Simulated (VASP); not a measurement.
Here is a VASP 6.6.1 calculation.

The input INCAR:

```
SYSTEM = GaAs
PREC = Accurate
ENCUT = 520
EDIFF = 1E-6
ISMEAR = 0
SIGMA = 0.01
LREAL = .FALSE.
LASPH = .TRUE.
NELM = 80
ALGO = Normal
ISIF = 2
LWAVE = .FALSE.
LCHARG = .TRUE.
GGA = PE
LELF = .TRUE.
LVHAR = .TRUE.
NBANDS = 16
```

Contents of KPOINTS:

```
Automatic mesh
0
G
  6 6 6
  0 0 0
```

File POSCAR:

```
GaAs
1.0
    0.0000000000      2.7982940072      2.7982940072
    2.7982940072      0.0000000000      2.7982940072
    2.7982940072      2.7982940072      0.0000000000
Ga As
1 1
Direct
    0.0000000000      0.0000000000      0.0000000000
    0.2500000000      0.2500000000      0.2500000000
```

Potentials or basis: VASP PAW PBE potentials, release 64 (Ga_d, As).

The run is started by

```bash
$ cat potpaw_PBE.64/Ga_d/POTCAR potpaw_PBE.64/As/POTCAR > POTCAR
$ mpirun -np 1 vasp_std > vasp.out
```

**Question.** Estimate the pressure.

**Answer.** 5.9 GPa.

**Question.** What does it give for the band gap on the k mesh?

**Answer.** 0.75 eV, direct.

A k mesh can miss the band edges. Expect the measured gap to be larger: semilocal functionals such as PBE lack the derivative discontinuity.
